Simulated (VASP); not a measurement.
Input of a VASP 6.6.1 run:

The input INCAR:

```
PREC = Accurate
ENCUT = 520
EDIFF = 1E-6
ISMEAR = 0
SIGMA = 0.1
LREAL = F
LASPH = T
NELM = 80
ALGO = Fast
ISIF = 2
LWAVE = F
LCHARG = F
GGA = PE
NBANDS = 16
```

The input KPOINTS:

```
regular mesh
0
Gamma
  6 6 6
```

Contents of POSCAR:

```
Al4As
1.0
   -2.1680932900      2.1680932900      5.4093010500
    2.1680932900     -2.1680932900      5.4093010500
    2.1680932900      2.1680932900     -5.4093010500
Al As
4 1
Direct
    0.7500000000      0.2500000000      0.5000000000
    0.2500000000      0.7500000000      0.5000000000
    0.3957180100      0.3957180100      0.0000000000
    0.6042819900      0.6042819900      0.0000000000
    0.0000000000      0.0000000000      0.0000000000
```

Potentials or basis: VASP PAW PBE potentials, release 64 (Al, As).

Command:

```sh
$ cat potpaw_PBE.64/Al/POTCAR potpaw_PBE.64/As/POTCAR > POTCAR
$ mpirun -np 1 vasp_std > vasp.out
```

Question: What does it give for the pressure?

Answer: 0.2 GPa.

Question: Predict the largest force.

Answer: 1.902 eV/Å.

Forces in eV/Å, atoms in the order of the input:
```
Al   0.000  0.000  0.000
Al   0.000  0.000  0.000
Al   0.000  0.000 -1.902
Al   0.000  0.000  1.902
As   0.000  0.000  0.000
```

Caveat: forces of over 1 eV/Å act on the atoms, so gaps and moduli don't describe the material at rest.
